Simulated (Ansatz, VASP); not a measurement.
# One calculation of Mn, two programs

```
CELL_PARAMETERS angstrom
2.18446 0.00000 0.00000
-1.09223 1.89180 0.00000
0.00000 0.00000 3.52325
ATOMIC_POSITIONS crystal
Mn 0.33333 0.66667 0.25000
Mn 0.66667 0.33333 0.75000
```

Change from the starting cell: volume scaled by 0.68, LAPW.

Alike in both runs: task single point; functional PBE; k mesh 17 × 17 × 9; occupations fermi-dirac, width 0.05 eV; no spin polarisation.

|  | VASP | Ansatz |
| --- | --- | --- |
| version | VASP 6.6.1 | Ansatz 0.2.0 |
| potentials or method | VASP PAW PBE potentials, release 64 (Mn_pv), cutoff 520 eV | all-electron LAPW, scalar-relativistic |

```csv
,VASP,Ansatz,Ansatz less VASP
pressure (GPa),251.5,246.6,-4.95
"traceless stress, the component that is largest in VASP (GPa)",0.25,0.00,-0.247
```

Both programs put the cell under a high pressure, so it lies far from rest at this level. Ansatz ran all-electron here, and VASP with PAW potentials.

Noted on VASP's run: the cell as given lies far from equilibrium.
